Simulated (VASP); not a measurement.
# Na3Cl2 (Cmmm) in VASP: notebook

The runs below take Na3Cl2 through single point, with r2SCAN.

All numbers are computed with VASP 6.6.1; they aren't measurements. Logs are shortened: lines on timing, memory, paths and dates and some standing lists are left out, and cuts for length are marked.

### Step 1. The cell of the first run

The structure is orthorhombic, space group Cmmm (No. 65). Conventional cell: a = 3.306 Å, b = 19.002 Å, c = 3.283 Å, α = 90.00°, β = 90.00°, γ = 90.00°. Cl (site symmetry m2m) has 8 Na at 2.82 to 2.86 Å and 5 Cl at 3.28 to 3.33 Å within 3.7 Å. Within 3.7 Å of Na (site symmetry m2m) lie 4 Cl at 2.82 Å and 7 Na at 3.26 to 3.41 Å. Na (site symmetry mmm) has 8 Cl at 2.86 Å and 6 Na at 3.26 to 3.31 Å within 3.8 Å.

### Step 2. Single point, r2SCAN

File POSCAR:

```
Na3Cl2
1.0
    1.6528417654     -9.5009641040      0.0000000000
    1.6528417654      9.5009641040      0.0000000000
    0.0000000000      0.0000000000      3.2831563291
Cl Na
2 3
Direct
    0.0876627723      0.9123372277      0.5000000000
    0.9123372277      0.0876627723      0.5000000000
    0.6713787081      0.3286212919      0.0000000000
    0.3286212919      0.6713787081      0.0000000000
    0.5000000000      0.5000000000      0.0000000000
```

File INCAR.step1:

```
PREC = Accurate
ENCUT = 520
ISMEAR = -1
SIGMA = 0.05
LREAL = False
LASPH = True
NELM = 100
NBANDS = 26
GGA = PE
ALGO = Normal
EDIFF = 1E-4
LWAVE = True
LCHARG = False
```

File INCAR.step2:

```
PREC = Accurate
ENCUT = 520
EDIFF = 1E-7
ISMEAR = -1
SIGMA = 0.05
LREAL = False
LASPH = True
NELM = 100
ALGO = Normal
ISIF = 2
LWAVE = False
LCHARG = True
METAGGA = R2SCAN
LMIXTAU = True
LELF = True
LVHAR = True
NBANDS = 26
ISTART = 1
```

File KPOINTS:

```
regular mesh
0
Gamma
  8 8 8
```

Potentials or basis: VASP PAW PBE potentials, release 64 (Cl, Na_pv).

Command:

```
$ cat potpaw_PBE.64/Cl/POTCAR potpaw_PBE.64/Na_pv/POTCAR > POTCAR
$ cp INCAR.step1 INCAR
$ mpirun -np 1 vasp_std > vasp.out
$ cp INCAR.step2 INCAR
$ mpirun -np 1 vasp_std > vasp.out
```

OUTCAR:

```text
PREC = Accurate
   ENCUT = 520
   EDIFF = 1E-7
   ISMEAR = -1
   LREAL = False
   LASPH = True
   NELM = 100
   ISIF = 2
   METAGGA = R2SCAN
   ISTART = 1

 ion  position               nearest neighbor table
   1  0.088  0.912  0.500-
   2  0.912  0.088  0.500-
   3  0.671  0.329  0.000-
   4  0.329  0.671  0.000-
   5  0.500  0.500  0.000-

  LATTYP: Found a base centered orthorhombic cell.
 ALAT       =     3.3056835308
 B/A-ratio  =     5.7482599381
 C/A-ratio  =     0.9931853121

  Lattice vectors:

 A1 = (   1.6528417654,  -9.5009641040,   0.0000000000)
 A2 = (   1.6528417654,   9.5009641040,   0.0000000000)
 A3 = (   0.0000000000,   0.0000000000,   3.2831563291)

Analysis of symmetry for initial positions (statically):
=====================================================================
 Subroutine PRICEL returns:
 Original cell was already a primitive cell.

 Routine SETGRP: Setting up the symmetry group for a
 base centered orthorhombic supercell.

 Subroutine GETGRP returns: Found  8 space group operations
 (whereof  8 operations were pure point group operations)
 out of a pool of  8 trial point group operations.

The static configuration has the point symmetry D_2h.

Analysis of symmetry for dynamics (positions and initial velocities):
=====================================================================
 Subroutine PRICEL returns:
 Original cell was already a primitive cell.

 Routine SETGRP: Setting up the symmetry group for a
 base centered orthorhombic supercell.

 Subroutine GETGRP returns: Found  8 space group operations
 (whereof  8 operations were pure point group operations)
 out of a pool of  8 trial point group operations.

The dynamic configuration has the point symmetry D_2h.

 Subroutine INISYM returns: Found  8 space group operations
 (whereof  8 operations are pure point group operations),
 and found     1 'primitive' translations

----------------------------------------------------------------------------------------

                                     Primitive cell

  volume of cell :     103.1147

  direct lattice vectors                    reciprocal lattice vectors
[... 89 lines left out ...]
   LSORBIT =      F    spin-orbit coupling
   LASPH  =      T    aspherical Exc in radial PAW
   ENCUT  =  520.0 eV  38.22 Ry    6.18 a.u.  17.93 17.93  6.10*2*pi/ulx,y,z
   NELM   =    100;   NELMIN=  2; NELMDL=  0     # of ELM steps
   EDIFF  = 0.1E-06   stopping-criterion for ELM
   LREAL  =      F    real-space projection
   EDIFFG = 0.1E-05   stopping-criterion for IOM
   NSW    =      0    number of steps for IOM
   IBRION =     -1    ionic relax: 0-MD 1-quasi-New 2-CG
   NFREE  =      0    steps in history (QN), initial steepest desc. (CG)
   ISIF   =      2    stress and relaxation
   ISYM   =      2    0-nonsym 1-usesym 2-fastsym
   POTIM  = 0.5000    time-step for ionic-motion
   TEBEG  =    0.0;   TEEND  =   0.0 temperature during run
   PSTRESS=    0.0 pullay stress
   NELECT =      35.0000    total number of electrons
   NUPDOWN=      -1.0000    fix difference up-down
   EMIN   =  10.00;   EMAX   =-10.00  energy-range for DOS
   EFERMI =   0.00;   METHOD = LEGACY
   ISMEAR =    -1;   SIGMA  =   0.05  broadening in eV -4-tet -1-fermi 0-gaus
   EFERMI_NEDOS =   21; number of points for ismear=-14 and -15
   IALGO  =     38    algorithm
   IMIX   =      4    mixing-type and parameters
     AMIX     =   0.40;   BMIX     =  1.00
     AMIX_MAG =   1.60;   BMIX_MAG =  1.00
  volume/ion in A,a.u.               =      20.62       139.17
  Fermi-wavevector in a.u.,A,eV,Ry     =   1.141977  2.158024 17.743512  1.304111
  Thomas-Fermi vector in A             =   2.278676
   LORBIT       =      0    0 simple, 1 ext, 2 COOP (PROOUT), +10 PAW based schemes
   METAGGA = R2SCAN    functional components
   LHFCALC =     F    Hartree Fock is set to
   AEXX    =    0.0000 exact exchange contribution
   IVDW    =     0    specifies the selected vdW correction
   LEPSILON=     F    determine dielectric tensor
   LRPA    =     F    only Hartree local field effects (RPA)
 non-spin polarized calculation
  energy-cutoff  :      520.00
  volume of cell :      103.11
 maximum number of plane-waves:      2812
   NGX = 35   NGY = 35   NGZ = 13

 number of electron      34.9999999 magnetization

 Free energy of the ion-electron system (eV)
  ---------------------------------------------------
  ext. energy  EPLUGINS =         0.00000000
  ---------------------------------------------------
  free energy    TOTEN  =       -30.00169618 eV

  energy without entropy =      -29.99376289  energy(sigma->0) =      -29.99772954

 E-fermi :   4.1224     XC(G=0):  -9.0369

 val. band max:        4.1060355613   @ k =   0.3750   0.0000   0.1250
 cond. band min:       4.1286083125   @ k =  -0.2500   0.1250   0.3750
 fundamental gap:      0.0225727512
 Fermi energy:         4.1223618454

 k-point     1 :       0.0000    0.0000    0.0000
  band No.  band energies     occupation
      1     -22.8152      2.00000
      2     -22.7707      2.00000
      3     -22.7697      2.00000
      4     -22.3238      2.00000
      5     -22.2890      2.00000
      6     -22.2870      2.00000
[... 685 lines left out ...]
     25      11.1171      0.00000
     26      12.1186      0.00000

 [... further k-points ...]

------------------------ aborting loop because EDIFF is reached ----------------------------------------

  FORCE on cell =-STRESS in cart. coord.  units (eV):
  Direction    XX          YY          ZZ          XY          YZ          ZX
  --------------------------------------------------------------------------------------
  -------------------------------------------------------------------------------------
  Total        3.0307644      3.0777488      3.0332674     -0.0000000      0.0000000      0.0000000
  in kB       47.0914691     47.8215053     47.1303617     -0.0000000      0.0000000      0.0000000
  external PRESSURE =      47.3477787 kB  Pullay stress =       0.0000000 kB

 VOLUME and BASIS-vectors are now :
 -----------------------------------------------------------------------------
  energy-cutoff  :      520.00
  volume of cell :      103.11
      direct lattice vectors                 reciprocal lattice vectors
     1.652841765 -9.500964104  0.000000000     0.302509297 -0.052626238  0.000000000
     1.652841765  9.500964104  0.000000000     0.302509297  0.052626238  0.000000000
     0.000000000  0.000000000  3.283156329     0.000000000  0.000000000  0.304584948

 POSITION                                       TOTAL-FORCE (eV/Angst)
 -----------------------------------------------------------------------------------
      1.65284      7.83520      1.64158         0.000000     -0.005615     -0.000000
      1.65284     -7.83520      1.64158         0.000000      0.005615     -0.000000
      1.65284     -3.25653      0.00000         0.000000      0.052120     -0.000000
      1.65284      3.25653      0.00000         0.000000     -0.052120      0.000000
      1.65284      0.00000      0.00000         0.000000     -0.000000     -0.000000
 -----------------------------------------------------------------------------------
    total drift:                               -0.000000      0.000000      0.000000

  FREE ENERGIE OF THE ION-ELECTRON SYSTEM (eV)
  ---------------------------------------------------
  free  energy   TOTEN  =       -30.0016961774 eV

  energy  without entropy=      -29.9937628950  energy(sigma->0) =      -29.99772954
```

OUTCAR.step1:

```text
PREC = Accurate
   ENCUT = 520
   ISMEAR = -1
   LREAL = False
   LASPH = True
   NELM = 100
[... 928 lines left out ...]
      1.65284     -3.25653      0.00000         0.000000     -0.144199      0.000000
      1.65284      3.25653      0.00000         0.000000      0.144199      0.000000
      1.65284      0.00000      0.00000         0.000000      0.000000     -0.000000
 -----------------------------------------------------------------------------------
    total drift:                               -0.000000      0.000000      0.000000

  FREE ENERGIE OF THE ION-ELECTRON SYSTEM (eV)
  ---------------------------------------------------
  free  energy   TOTEN  =       -13.6698806158 eV

  energy  without entropy=      -13.6618224785  energy(sigma->0) =      -13.66585155
```

OSZICAR.step1:

```text
N       E                     dE             d eps       ncg     rms          rms(c)
DAV:   1     0.357558444175E+03    0.35756E+03   -0.17416E+04  5460   0.145E+03
DAV:   2     0.278358991999E+02   -0.32972E+03   -0.31191E+03  5748   0.393E+02
DAV:   3    -0.125986120224E+02   -0.40435E+02   -0.39894E+02  6522   0.137E+02
DAV:   4    -0.140764024644E+02   -0.14778E+01   -0.14729E+01  6652   0.274E+01
DAV:   5    -0.141152826671E+02   -0.38880E-01   -0.38858E-01  7330   0.437E+00    0.448E+00
DAV:   6    -0.137235731514E+02    0.39171E+00   -0.57407E-01  7326   0.626E+00    0.302E+00
DAV:   7    -0.136698100517E+02    0.53763E-01   -0.23470E-01  7504   0.264E+00    0.163E+00
DAV:   8    -0.136700791889E+02   -0.26914E-03   -0.20705E-02  6220   0.110E+00    0.367E-01
DAV:   9    -0.136697195250E+02    0.35966E-03   -0.10837E-03  7174   0.263E-01    0.992E-02
DAV:  10    -0.136698852893E+02   -0.16576E-03   -0.58652E-04  5810   0.187E-01    0.314E-02
DAV:  11    -0.136698806158E+02    0.46735E-05   -0.51210E-05  3914   0.755E-02
   1 F= -.13669881E+02 E0= -.13665852E+02  d E =-.805814E-02
```

Run time: 30 min. Hardware: 1 thread of Intel Xeon Platinum 8488C (Sapphire Rapids), shared host; peak memory 0.49 GiB.

Results:

- Free energy: -30.0017 eV
- Pressure: 4.7 GPa
- Largest force: 0.052 eV/Å
- Band gap on the k mesh: zero (an odd number of electrons rules out a gap without spin polarisation)

Forces on the atoms (eV/Å):
```
Cl   0.000 -0.006  0.000
Cl   0.000  0.006  0.000
Na   0.000  0.052  0.000
Na   0.000 -0.052  0.000
Na   0.000  0.000  0.000
```

Caveat: the cell stands under pressure; the PAW data sets were made with another functional, which shifts forces and pressure a little; an odd number of electrons without spin polarisation forces a metal; a magnetic or distorted state may lie lower.

### Step 3. Single point, r2SCAN

This run uses another cell than the first one, of 22.55 Å³/atom.

File POSCAR:

```
Na3Cl2
1.0
    1.6971165682     -9.8326683763      0.0000000000
    1.6971165682      9.8326683763      0.0000000000
    0.0000000000      0.0000000000      3.3784491458
Cl Na
2 3
Direct
    0.0866266503      0.9133733497      0.5000000000
    0.9133733497      0.0866266503      0.5000000000
    0.6691864582      0.3308135418      0.0000000000
    0.3308135418      0.6691864582      0.0000000000
    0.5000000000      0.5000000000      0.0000000000
```

File INCAR.step1:

```
ALGO     = Normal         # electronic algorithm
EDIFF    = 1E-4           # SCF threshold, eV
ENCUT    = 520            # plane-wave cutoff, eV
GGA      = PE             # functional
ISMEAR   = -1             # smearing method
LASPH    = T              # aspherical terms in the spheres
LCHARG   = F              # write CHGCAR
LREAL    = F              # projectors in reciprocal space
LWAVE    = T              # write WAVECAR
NBANDS   = 26             # bands
NELM     = 60             # most SCF steps
PREC     = Accurate       # precision mode
SIGMA    = 0.05           # smearing width, eV
```

File INCAR.step2:

```
ALGO     = Normal         # electronic algorithm
EDIFF    = 1E-6           # SCF threshold, eV
ENCUT    = 520            # plane-wave cutoff, eV
ISIF     = 2              # what is computed and relaxed
ISMEAR   = -1             # smearing method
ISTART   = 1            
LASPH    = T              # aspherical terms in the spheres
LCHARG   = F              # write CHGCAR
LMIXTAU  = T            
LREAL    = F              # projectors in reciprocal space
LWAVE    = F              # write WAVECAR
METAGGA  = R2SCAN         # meta-GGA
NBANDS   = 26             # bands
NELM     = 60             # most SCF steps
PREC     = Accurate       # precision mode
SIGMA    = 0.05           # smearing width, eV
```

File KPOINTS:

```
k-points
0
Gamma
  8 8 8
```

Potentials or basis: VASP PAW PBE potentials, release 64 (Cl, Na_pv).

Command:

```
$ cat potpaw_PBE.64/Cl/POTCAR potpaw_PBE.64/Na_pv/POTCAR > POTCAR
$ cp INCAR.step1 INCAR
$ mpirun -np 1 vasp_std > vasp.out
$ cp INCAR.step2 INCAR
$ mpirun -np 1 vasp_std > vasp.out
```

Run time: 54 min. Hardware: 1 thread of Intel Xeon Platinum 8488C (Sapphire Rapids), shared host; peak memory 0.57 GiB.

Results (log left out):

| Property | Result |
| --- | --- |
| Free energy | -30.1922 eV |
| Pressure | 1.8 GPa |
| Largest force | 0.024 eV/Å |
| Band gap on the k mesh | zero (an odd number of electrons rules out a gap without spin polarisation) |

Forces on the atoms (eV/Å):
```
Cl   0.000  0.006  0.000
Cl   0.000 -0.006  0.000
Na   0.000  0.024  0.000
Na   0.000 -0.024  0.000
Na   0.000  0.000  0.000
```

Levels at points of the mesh, in eV from the Fermi level:
| k point | band 15 | band 16 | band 17 | band 18 | band 19 | band 20 | band 21 | band 22 |
| --- | --- | --- | --- | --- | --- | --- | --- | --- |
| (0.00, 0.00, 0.00) | -4.70 | -4.62 | -4.57 | -2.05 | 2.17 | 2.36 | 4.45 | 5.19 |
| (0.50, 0.00, 0.00) | -5.28 | -4.43 | -4.27 | 1.07 | 1.07 | 3.01 | 4.13 | 5.49 |
| (0.50, 0.50, 0.00) | -4.70 | -4.62 | -4.57 | -1.76 | 1.15 | 3.51 | 3.83 | 5.20 |
| (0.00, 0.00, 0.50) | -5.25 | -4.46 | -4.31 | 0.90 | 1.12 | 3.57 | 4.35 | 5.02 |
| (0.50, 0.00, 0.50) | -6.55 | -5.95 | -4.89 | 2.34 | 3.04 | 3.67 | 3.68 | 4.04 |
| (0.50, 0.50, 0.50) | -5.28 | -4.46 | -4.31 | 1.09 | 1.32 | 2.64 | 3.95 | 5.99 |

Caveat: the PAW data sets were made with another functional, which shifts forces and pressure a little; an odd number of electrons without spin polarisation forces a metal; a magnetic or distorted state may lie lower.

The gap in the log of VASP goes by the Fermi energy; the results here count the filled bands.